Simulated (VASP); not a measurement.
A run of VASP 6.6.1 is set up as follows.

File INCAR:

```
ALGO     = Normal         # electronic algorithm
EDIFF    = 1E-6           # SCF threshold, eV
ENCUT    = 520            # plane-wave cutoff, eV
GGA      = PE             # functional
ISIF     = 2              # what is computed and relaxed
ISMEAR   = 0              # smearing method
LASPH    = T              # aspherical terms in the spheres
LCHARG   = F              # write CHGCAR
LREAL    = F              # projectors in reciprocal space
LWAVE    = F              # write WAVECAR
NBANDS   = 33             # bands
NELM     = 60             # most SCF steps
PREC     = Accurate       # precision mode
SIGMA    = 0.1            # smearing width, eV
```

The input KPOINTS:

```
k-points
0
Gamma
  8 8 8
```

Contents of POSCAR:

```
GeSb2Te4
1.0
   -3.0584940966      3.0584940966      6.0667784180
    3.0584940966     -3.0584940966      6.0667784180
    3.0584940966      3.0584940966     -6.0667784180
Ge Sb Te
1 2 4
Direct
    0.0000000000      0.0000000000      0.0000000000
    0.5000000000      0.5000000000      0.0000000000
    0.2500000000      0.7500000000      0.5000000000
    0.5034599827      0.0034599827      0.5000000000
    0.2461843432      0.2461843432      0.0000000000
    0.9965400173      0.4965400173      0.5000000000
    0.7538156568      0.7538156568      0.0000000000
```

Potentials or basis: VASP PAW PBE potentials, release 64 (Ge_d, Sb, Te).

The run is started by

```sh
$ cat potpaw_PBE.64/Ge_d/POTCAR potpaw_PBE.64/Sb/POTCAR potpaw_PBE.64/Te/POTCAR > POTCAR
$ mpirun -np 1 vasp_std > vasp.out
```

(1) Predict the band gap on the k mesh.

(2) Predict the pressure.

## Answers

(1) zero (bands 24 and 25 overlap by 0.15 eV).

(2) 0.0 GPa.

Caveat: spin-orbit coupling is left out, which moves the levels of the heavy elements.
